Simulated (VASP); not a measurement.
Wanted: the native input for a VASP 6.6.1 run.

```
Task                   : single point
Functional             : PBE
Potentials or basis    : VASP PAW PBE potentials, release 64 (C)
Cutoff                 : 520 eV
k mesh                 : 12 × 12 × 1
Occupations            : fermi-dirac, width 0.02 eV
Spin                   : no spin polarisation
Dipole correction      : yes
Further INCAR settings : ALGO = Normal; EDIFF = 1e-06; NBANDS = 21
```

The structure of C lies in POSCAR:

```
C
1.0
    2.5255274272      0.0000000000      0.0000000000
    0.0000000000      2.5255274272      0.0000000000
    0.0000000000      0.0000000000     17.3036000000
C
6
Direct
    0.7500000000      0.0000000000      0.3756445340
    0.2500000000      0.0000000000      0.4205156608
    0.2500000000      0.5000000000      0.4751005762
    0.7500000000      0.5000000000      0.5248994240
    0.7500000000      0.0000000000      0.5794843371
    0.2500000000      0.0000000000      0.6243554660
```

The input as run:

INCAR

```
SYSTEM = C
  PREC = Accurate
  ENCUT = 520
  EDIFF = 1E-6
  ISMEAR = -1
  SIGMA = 0.02
  LREAL = .False.
  LASPH = .True.
  NELM = 80
  ALGO = Normal
  ISIF = 2
  LWAVE = .False.
  LCHARG = .False.
  LDIPOL = .True.
  IDIPOL = 3
  DIPOL = 0.5 0.5 0.500
  GGA = PE
  NBANDS = 21
```

KPOINTS

```
regular mesh
0
Gamma
  12 12 1
  0 0 0
```

Potentials or basis: VASP PAW PBE potentials, release 64 (C).

Command:

```bash
$ cat potpaw_PBE.64/C/POTCAR > POTCAR
$ mpirun -np 1 vasp_std > vasp.out
```

Results of the run:

The largest force is 0.045 eV/Å and the band gap on the k mesh is zero (band 12 reaches -1.50 eV, above the bottom of band 13 at -2.28 eV).

Run time: 110 s on 1 thread of AMD EPYC 9R45 96-Core Processor (Zen 5), with other jobs on the host, peak memory 0.22 GiB.
